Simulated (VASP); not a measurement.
A run of VASP 6.6.1 is set up as follows.

File POSCAR:

```
GaGe
1.0
    0.0000000000      2.9546788998      2.9546788998
    2.9546788998      0.0000000000      2.9546788998
    2.9546788998      2.9546788998      0.0000000000
Ge Ga
1 1
Direct
    0.0000000000      0.0000000000      0.0000000000
    0.2500000000      0.2500000000      0.2500000000
```

Contents of INCAR.step1:

```
  PREC = Accurate
  ENCUT = 520
  ISMEAR = -1
  SIGMA = 0.05
  LREAL = False
  LASPH = True
  NELM = 100
  NBANDS = 20
  GGA = PE
  ALGO = Normal
  EDIFF = 1E-4
  LWAVE = True
  LCHARG = False
```

Contents of INCAR.step2:

```
  PREC = Accurate
  ENCUT = 520
  EDIFF = 1E-6
  ISMEAR = -1
  SIGMA = 0.05
  LREAL = False
  LASPH = True
  NELM = 100
  ALGO = Normal
  ISIF = 2
  LWAVE = False
  LCHARG = True
  METAGGA = R2SCAN
  LMIXTAU = True
  LELF = True
  LVHAR = True
  NBANDS = 20
  ISTART = 1
```

Contents of KPOINTS:

```
regular mesh
0
Gamma
  8 8 8
```

Potentials or basis: VASP PAW PBE potentials, release 64 (Ge_d, Ga_d).

Run with:

```bash
$ cat potpaw_PBE.64/Ge_d/POTCAR potpaw_PBE.64/Ga_d/POTCAR > POTCAR
$ cp INCAR.step1 INCAR
$ mpirun -np 1 vasp_std > vasp.out
$ cp INCAR.step2 INCAR
$ mpirun -np 1 vasp_std > vasp.out
```

(1) What does it give for the pressure?

## Answers

(1) -4.6 GPa.

Caveat: the PAW data sets were made with another functional, which shifts forces and pressure a little.
